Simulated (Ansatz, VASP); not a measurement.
# Two plane-wave programs on ZrB2

INCAR

```
SYSTEM = ZrB2
ALGO = Normal
EDIFF = 1E-6
EDIFFG = -0.04
ENCUT = 600
GGA = PE
IBRION = 2
ISIF = 3
ISMEAR = 0
LASPH = .TRUE.
LCHARG = .FALSE.
LREAL = .FALSE.
LWAVE = .FALSE.
NELM = 100
NSW = 90
PREC = Accurate
SIGMA = 0.1
```

The input KPOINTS:

```
k-points
0
G
  6 6 6
  0 0 0
```

POSCAR

```
ZrB2
1.0
    2.3206952600      1.3398540400      3.8810229600
   -2.3206952600      1.3398540400      3.8810229600
    0.0000000000     -2.6797080700      3.8810229600
Zr B
2 4
Direct
    0.2795883000      0.2795883000      0.2795883000
    0.7204117000      0.7204117000      0.7204117000
    0.5000000000      0.5000000000      0.5000000000
    0.0000000000      0.0000000000      0.0000000000
    0.1409731300      0.1409731300      0.1409731300
    0.8590268700      0.8590268700      0.8590268700
```

Input for Ansatz:

```yaml
crystal:
  lattice:
    - [2.32069526, 1.33985404, 3.88102296]
    - [-2.32069526, 1.33985404, 3.88102296]
    - [0.0, -2.67970807, 3.88102296]
  atoms:
    - { symbol: Zr, position: [0.2795883, 0.2795883, 0.2795883] }
    - { symbol: Zr, position: [0.7204117, 0.7204117, 0.7204117] }
    - { symbol: B, position: [0.5, 0.5, 0.5] }
    - { symbol: B, position: [0.0, 0.0, 0.0] }
    - { symbol: B, position: [0.14097313, 0.14097313, 0.14097313] }
    - { symbol: B, position: [0.85902687, 0.85902687, 0.85902687] }
basis:
  ecutwfc: 420
kpoints:
  mp_grid: { grid: [6, 6, 6] }
hamiltonian:
  xc: pbe
scf:
  occupations: { method: gaussian, width: 0.1 }
  lower_state_search: "off"
output:
  forces: true
  stress: true
  eigenvalues: true
relax:
  adjacent_minimum: "off"
  f_tol: 0.04
  max_steps: 70
  cell: { stress_tol: 0.4 }
```

Alike in both runs: task relaxation of cell and atoms; functional PBE; k mesh 6 × 6 × 6; occupations gaussian, width 0.1 eV; no spin polarisation.

```csv
,VASP,Ansatz
version,VASP 6.6.1,Ansatz 0.2.0
potentials or method,"VASP PAW PBE potentials, release 64 (Zr_sv, B), cutoff 600 eV","scalar-relativistic, plane waves, PAW"
valence electrons in the cell,36,36
```

|  | VASP | Ansatz | Ansatz less VASP |
| --- | --- | --- | --- |
| gap on the k mesh at the Fermi level, each at its own relaxed structure (eV) | none | none | - |
| relaxed volume (Å³/atom) | 12.23 | 12.25 | +0.019 |
| relaxed cell length with the largest relative difference (Å) | 5.826 | 5.834 | +0.0072 |

A gap of «none» marks a metal or a gap that the smearing closes.
